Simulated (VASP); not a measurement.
# Rh (Fm-3m) in VASP: notebook, part 2 of 3

VASP 6.6.1. Earlier steps stand in the parts before.

## Step 3: Relaxation of cell and atoms, r2SCAN

POSCAR reads:

```
Rh
1.0
    0.0000000000      1.9015500000      1.9015500000
    1.9015500000      0.0000000000      1.9015500000
    1.9015500000      1.9015500000      0.0000000000
Rh
1
Direct
    0.0000000000      0.0000000000      0.0000000000
```

INCAR.step1 reads:

```
ALGO = Normal
EDIFF = 1E-4
ENCUT = 600
GGA = PE
ISMEAR = -1
LASPH = True
LCHARG = False
LREAL = False
LWAVE = True
NELM = 100
PREC = Accurate
SIGMA = 0.1
```

INCAR.step2 reads:

```
ALGO = Normal
EDIFF = 1E-6
EDIFFG = -0.01
ENCUT = 600
IBRION = 2
ISIF = 3
ISMEAR = -1
ISTART = 1
LASPH = True
LCHARG = False
LMIXTAU = True
LREAL = False
LWAVE = False
METAGGA = R2SCAN
NELM = 100
NSW = 80
PREC = Accurate
SIGMA = 0.1
```

KPOINTS reads:

```
k-points
0
Gamma
  14 14 14
```

Potentials or basis: VASP PAW PBE potentials, release 64 (Rh_pv).

The run is started by

```sh
$ cat potpaw_PBE.64/Rh_pv/POTCAR > POTCAR
$ cp INCAR.step1 INCAR
$ mpirun -np 1 vasp_std > vasp.out
$ cp INCAR.step2 INCAR
$ mpirun -np 1 vasp_std > vasp.out
```

Wall time 2.5 min (1 thread of Intel Xeon Platinum 8259CL at 2.50GHz (Skylake/Cascade Lake), shared host); peak memory 0.16 GiB.

Results (log left out):

| Quantity | Value |
| --- | --- |
| Free energy | -24.1571 eV |
| Relaxed volume | 13.79 Å³/atom |
| Relaxed cell | a = 2.692 Å, b = 2.692 Å, c = 2.692 Å, α = 60.00°, β = 60.00°, γ = 60.00° |
| Space group after relaxing (to 0.05 Å) | Fm-3m (No. 225) |
| Energy gained by relaxing | 0.1 meV/atom |
| Ionic steps | 3 |
| Pressure after relaxing | 0.0 GPa |

Final structure:
```
CELL_PARAMETERS angstrom
0.00000 1.90332 1.90332
1.90332 0.00000 1.90332
1.90332 1.90332 0.00000
ATOMIC_POSITIONS crystal
Rh 0.00000 0.00000 0.00000
```

Levels at points of the mesh, in eV from the Fermi level:
```csv
k point,band 5,band 6,band 7,band 8,band 9,band 10
"(0.00, 0.00, 0.00)",-3.15,-3.15,-3.15,-1.06,-1.06,16.72
"(0.50, 0.00, 0.00)",-3.26,-3.26,0.60,0.60,0.91,9.06
"(0.50, 0.50, 0.00)",-6.14,0.52,1.05,1.05,3.48,12.84
```

Caveat: the PAW data sets were made with another functional, which shifts forces and pressure a little.

## Step 4: Single point, r2SCAN

POSCAR reads:

```
Rh
1.0
    0.0000000000      1.9008071574      1.9008071574
    1.9008071574      0.0000000000      1.9008071574
    1.9008071574      1.9008071574      0.0000000000
Rh
1
Direct
    0.0000000000      0.0000000000      0.0000000000
```

INCAR.step1 reads:

```
  ALGO = Normal
  EDIFF = 1E-5
  ENCUT = 580
  GGA = PE
  GGA_COMPAT = F
  ISMEAR = 0
  LASPH = T
  LCHARG = F
  LREAL = F
  LWAVE = T
  NBANDS = 14
  NELM = 120
  PREC = Accurate
  SIGMA = 0.6
```

INCAR.step2 reads:

```
  ALGO = Normal
  EDIFF = 1E-6
  ENCUT = 580
  GGA_COMPAT = F
  ISIF = 2
  ISMEAR = 0
  ISTART = 1
  LASPH = T
  LCHARG = T
  LELF = T
  LMIXTAU = T
  LREAL = F
  LVHAR = T
  LWAVE = F
  METAGGA = R2SCAN
  NBANDS = 14
  NELM = 120
  PREC = Accurate
  SIGMA = 0.6
```

KPOINTS is that of step 3.

Potentials or basis: VASP PAW PBE potentials, release 64 (Rh_sv_GW).

The run is started by

```sh
$ cat potpaw_PBE.64/Rh_sv_GW/POTCAR > POTCAR
$ cp INCAR.step1 INCAR
$ mpirun -np 1 vasp_std > vasp.out
$ cp INCAR.step2 INCAR
$ mpirun -np 1 vasp_std > vasp.out
```

OUTCAR:

```text
EDIFF = 1E-6
   ENCUT = 580
   ISIF = 2
   ISMEAR = 0
   ISTART = 1
   LASPH = T
   LREAL = F
   METAGGA = R2SCAN
   NELM = 120
   PREC = Accurate

 ion  position               nearest neighbor table
   1  0.000  0.000  0.000-

  LATTYP: Found a face centered cubic cell.
 ALAT       =     3.8016143148

  Lattice vectors:

 A1 = (   0.0000000000,   1.9008071574,   1.9008071574)
 A2 = (   1.9008071574,   0.0000000000,   1.9008071574)
 A3 = (   1.9008071574,   1.9008071574,   0.0000000000)

Analysis of symmetry for initial positions (statically):
=====================================================================
 Subroutine PRICEL returns:
 Original cell was already a primitive cell.

 Routine SETGRP: Setting up the symmetry group for a
 face centered cubic supercell.

 Subroutine GETGRP returns: Found 48 space group operations
 (whereof 48 operations were pure point group operations)
 out of a pool of 48 trial point group operations.

The static configuration has the point symmetry O_h .

Analysis of symmetry for dynamics (positions and initial velocities):
=====================================================================
 Subroutine PRICEL returns:
 Original cell was already a primitive cell.

 Routine SETGRP: Setting up the symmetry group for a
 face centered cubic supercell.

 Subroutine GETGRP returns: Found 48 space group operations
 (whereof 48 operations were pure point group operations)
 out of a pool of 48 trial point group operations.

The dynamic configuration has the point symmetry O_h .

 Subroutine INISYM returns: Found 48 space group operations
 (whereof 48 operations are pure point group operations),
 and found     1 'primitive' translations

----------------------------------------------------------------------------------------

                                     Primitive cell

  volume of cell :      13.7355

  direct lattice vectors                    reciprocal lattice vectors
     0.000000000  1.900807157  1.900807157    -0.263046148  0.263046148  0.263046148
     1.900807157  0.000000000  1.900807157     0.263046148 -0.263046148  0.263046148
     1.900807157  1.900807157  0.000000000     0.263046148  0.263046148 -0.263046148

  length of vectors
     2.688147261  2.688147261  2.688147261     0.455609292  0.455609292  0.455609292

  position of ions in fractional coordinates (direct lattice)
     0.000000000  0.000000000  0.000000000

  ion indices of the primitive-cell ions
   primitive index   ion index
                 1           1

----------------------------------------------------------------------------------------

 KPOINTS: k-points

Automatic generation of k-mesh.
 Grid dimensions read from file:
 generate k-points for:   14   14   14

 Generating k-lattice:

  Cartesian coordinates                     Fractional coordinates (reciprocal lattice)
    -0.018789011  0.018789011  0.018789011     0.071428571  0.000000000  0.000000000
     0.018789011 -0.018789011  0.018789011     0.000000000  0.071428571  0.000000000
     0.018789011  0.018789011 -0.018789011     0.000000000  0.000000000  0.071428571

  Length of vectors
     0.032543521  0.032543521  0.032543521

  Shift w.r.t. Gamma in fractional coordinates (k-lattice)
     0.000000000  0.000000000  0.000000000

 Subroutine IBZKPT returns following result:
 ===========================================

 Found    104 irreducible k-points:

 Following reciprocal coordinates:
            Coordinates               Weight
  0.000000  0.000000  0.000000      1.000000
  0.071429  0.000000  0.000000      8.000000
  0.142857  0.000000  0.000000      8.000000
  0.214286  0.000000  0.000000      8.000000
  0.285714  0.000000  0.000000      8.000000
  0.357143  0.000000  0.000000      8.000000
[... 16 lines left out ...]
  0.214286  0.142857  0.000000     24.000000
  0.285714  0.142857  0.000000     24.000000
 [... further k-points ...]
   k-points           NKPTS =    104   k-points in BZ     NKDIM =    104   number of bands    NBANDS=     14
   number of dos      NEDOS =    301   number of ions     NIONS =      1
   total plane-waves  NPLWV =  13824
   dimension x,y,z NGX =    24 NGY =   24 NGZ =   24
   dimension x,y,z NGXF=    48 NGYF=   48 NGZF=   48
   ions per type =               1
   NGX,Y,Z   is equivalent  to a cutoff of  14.84, 14.84, 14.84 a.u.
   NGXF,Y,Z  is equivalent  to a cutoff of  29.69, 29.69, 29.69 a.u.
 SYSTEM =  unknown system
   PREC   = accura    normal or accurate (medium, high low for compatibility)
   ISTART =      1    job   : 0-new  1-cont  2-samecut
   ICHARG =      0    charge: 1-file 2-atom 10-const
   ISPIN  =      1    spin polarized calculation?
   LNONCOLLINEAR =      F non collinear calculations
   LSORBIT =      F    spin-orbit coupling
   LASPH  =      T    aspherical Exc in radial PAW
   ENCUT  =  580.0 eV  42.63 Ry    6.53 a.u.   5.28  5.28  5.28*2*pi/ulx,y,z
   NELM   =    120;   NELMIN=  2; NELMDL=  0     # of ELM steps
   EDIFF  = 0.1E-05   stopping-criterion for ELM
   LREAL  =      F    real-space projection
   EDIFFG = 0.1E-04   stopping-criterion for IOM
   NSW    =      0    number of steps for IOM
   IBRION =     -1    ionic relax: 0-MD 1-quasi-New 2-CG
   NFREE  =      0    steps in history (QN), initial steepest desc. (CG)
   ISIF   =      2    stress and relaxation
   ISYM   =      2    0-nonsym 1-usesym 2-fastsym
   POTIM  = 0.5000    time-step for ionic-motion
   TEBEG  =    0.0;   TEEND  =   0.0 temperature during run
   PSTRESS=    0.0 pullay stress
   NELECT =      17.0000    total number of electrons
   NUPDOWN=      -1.0000    fix difference up-down
   EMIN   =  10.00;   EMAX   =-10.00  energy-range for DOS
   EFERMI =   0.00;   METHOD = LEGACY
   ISMEAR =     0;   SIGMA  =   0.60  broadening in eV -4-tet -1-fermi 0-gaus
   EFERMI_NEDOS =   21; number of points for ismear=-14 and -15
   IALGO  =     38    algorithm
   IMIX   =      4    mixing-type and parameters
     AMIX     =   0.40;   BMIX     =  1.00
     AMIX_MAG =   1.60;   BMIX_MAG =  1.00
  volume/ion in A,a.u.               =      13.74        92.69
  Fermi-wavevector in a.u.,A,eV,Ry     =   1.757693  3.321559 42.035002  3.089486
  Thomas-Fermi vector in A             =   2.826998
   LORBIT       =      0    0 simple, 1 ext, 2 COOP (PROOUT), +10 PAW based schemes
   METAGGA = R2SCAN    functional components
   LHFCALC =     F    Hartree Fock is set to
   AEXX    =    0.0000 exact exchange contribution
   IVDW    =     0    specifies the selected vdW correction
   LEPSILON=     F    determine dielectric tensor
   LRPA    =     F    only Hartree local field effects (RPA)
 non-spin polarized calculation
 Gauss-broadening in eV      SIGMA  =   0.60
  energy-cutoff  :      580.00
  volume of cell :       13.74
 maximum number of plane-waves:       448
 NGX is ok and might be reduce to    24
   NGX = 11   NGY = 11   NGZ = 11

 number of electron      17.0000001 magnetization

 Free energy of the ion-electron system (eV)
  ---------------------------------------------------
  ext. energy  EPLUGINS =         0.00000000
  ---------------------------------------------------
  free energy    TOTEN  =       -23.39827576 eV

  energy without entropy =      -23.15751696  energy(sigma->0) =      -23.27789636

 E-fermi :  10.6821     XC(G=0): -15.2744

 val. band max:       10.6586873536   @ k =   0.3571   0.0000   0.0000
 cond. band min:      10.7038764313   @ k =  -0.2857   0.3571   0.0714
 fundamental gap:      0.0451890777
 Fermi energy:        10.6820627600

 k-point     1 :       0.0000    0.0000    0.0000
  band No.  band energies     occupation
      1     -70.4394      2.00000
      2     -37.0694      2.00000
      3     -37.0694      2.00000
      4     -37.0694      2.00000
      5       2.5496      2.00000
      6       7.5499      2.00000
      7       7.5499      2.00000
      8       7.5499      2.00000
      9       9.6521      1.98480
     10       9.6521      1.98480
     11      27.1700      0.00000
     12      32.8210      0.00000
     13      32.8210      0.00000
     14      32.8210      0.00000
[... 375 lines left out ...]
 k-point    24 :       0.2857    0.1429    0.0000
  band No.  band energies     occupation
      1     -70.3663      2.00000
      2     -37.4632      2.00000
      3     -37.1794      2.00000
      4     -37.1708      2.00000
      5       4.8722      2.00000
      6       6.4994      2.00000
      7       7.8808      2.00000
      8       8.4792      2.00000
      9       9.7905      1.96439
     10      10.4181      1.46618
     11      27.3909      0.00000
     12      29.7219      0.00000
     13      32.2081      0.00000
     14      33.4029      0.00000

 [... further k-points ...]
[... 5 lines left out ...]
  --------------------------------------------------------------------------------------
  -------------------------------------------------------------------------------------
  Total        0.0334462      0.0334462      0.0334462      0.0000000      0.0000000      0.0000000
  in kB        3.9013334      3.9013334      3.9013334      0.0000000      0.0000000      0.0000000
  external PRESSURE =       3.9013334 kB  Pullay stress =       0.0000000 kB

 VOLUME and BASIS-vectors are now :
 -----------------------------------------------------------------------------
  energy-cutoff  :      580.00
  volume of cell :       13.74
      direct lattice vectors                 reciprocal lattice vectors
     0.000000000  1.900807157  1.900807157    -0.263046148  0.263046148  0.263046148
     1.900807157  0.000000000  1.900807157     0.263046148 -0.263046148  0.263046148
     1.900807157  1.900807157  0.000000000     0.263046148  0.263046148 -0.263046148

 POSITION                                       TOTAL-FORCE (eV/Angst)
 -----------------------------------------------------------------------------------
      0.00000      0.00000      0.00000         0.000000      0.000000      0.000000
 -----------------------------------------------------------------------------------
    total drift:                                0.000000      0.000000      0.000000

  FREE ENERGIE OF THE ION-ELECTRON SYSTEM (eV)
  ---------------------------------------------------
  free  energy   TOTEN  =       -23.3982757594 eV

  energy  without entropy=      -23.1575169554  energy(sigma->0) =      -23.27789636
```

OUTCAR.step1:

```text
EDIFF = 1E-5
   ENCUT = 580
   GGA = PE
   ISMEAR = 0
   LASPH = T
[... 624 lines left out ...]

 POSITION                                       TOTAL-FORCE (eV/Angst)
 -----------------------------------------------------------------------------------
      0.00000      0.00000      0.00000         0.000000      0.000000      0.000000
 -----------------------------------------------------------------------------------
    total drift:                                0.000000     -0.000000     -0.000000

  FREE ENERGIE OF THE ION-ELECTRON SYSTEM (eV)
  ---------------------------------------------------
  free  energy   TOTEN  =        -6.5251040464 eV

  energy  without entropy=       -6.2733959507  energy(sigma->0) =       -6.39925000
```

It took 36 s on 1 thread of Intel Xeon 6975P-C (Granite Rapids), shared host; peak memory 0.17 GiB.

Results:

```
Free energy : -23.3983 eV
Pressure    : 0.4 GPa
```

Levels at points of the mesh, in eV from the Fermi level:
| k point | band 6 | band 7 | band 8 | band 9 | band 10 | band 11 |
| --- | --- | --- | --- | --- | --- | --- |
| (0.00, 0.00, 0.00) | -3.13 | -3.13 | -3.13 | -1.03 | -1.03 | 16.49 |
| (0.50, 0.00, 0.00) | -3.25 | -3.25 | 0.63 | 0.63 | 0.93 | 9.14 |
| (0.50, 0.50, 0.00) | -6.14 | 0.55 | 1.09 | 1.09 | 3.51 | 12.92 |

Caveat: the PAW data sets were made with another functional, which shifts forces and pressure a little.

(Part 2 of 3 ends here.)
